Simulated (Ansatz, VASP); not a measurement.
# BaTiO3: VASP beside Ansatz

```
CELL_PARAMETERS angstrom
8.01200 0.00000 0.00000
0.00000 8.01200 0.00000
0.00000 0.00000 4.00600
ATOMIC_POSITIONS crystal
Ba 0.25000 0.25000 0.50000
Ba 0.25000 0.75000 0.50000
Ba 0.75000 0.25000 0.50000
Ba 0.75000 0.75000 0.50000
Ti 0.00000 0.00000 0.00000
Ti 0.00000 0.50000 0.00000
Ti 0.50000 0.00000 0.00000
Ti 0.50000 0.50000 0.00000
O 0.25000 0.00000 0.00000
O 0.00000 0.25000 0.00000
O 0.00000 0.00000 0.50000
O 0.25000 0.50000 0.00000
O 0.00000 0.75000 0.00000
O 0.00000 0.50000 0.50000
O 0.75000 0.00000 0.00000
O 0.50000 0.25000 0.00000
O 0.50000 0.00000 0.50000
O 0.75000 0.50000 0.00000
O 0.50000 0.75000 0.00000
O 0.50000 0.50000 0.50000
```

Alike in both runs: task single point; functional PBEsol; k mesh 2 × 2 × 4; occupations gaussian, width 0.02 eV; no spin polarisation.

|  | VASP | Ansatz |
| --- | --- | --- |
| version | VASP 6.6.1 | Ansatz 0.2.0 |
| potentials or method | VASP PAW PBE potentials, release 64 (Ba_sv, Ti_sv, O), cutoff 600 eV | plane waves, PAW |
| valence electrons in the cell | 160 | 160 |

|  | VASP | Ansatz | Ansatz less VASP |
| --- | --- | --- | --- |
| gap on the k mesh at the Fermi level (eV) | 1.68 | 1.74 | +0.066 |

VASP's potentials were made for PBE, not for PBEsol.

Neither program's run includes spin-orbit coupling.
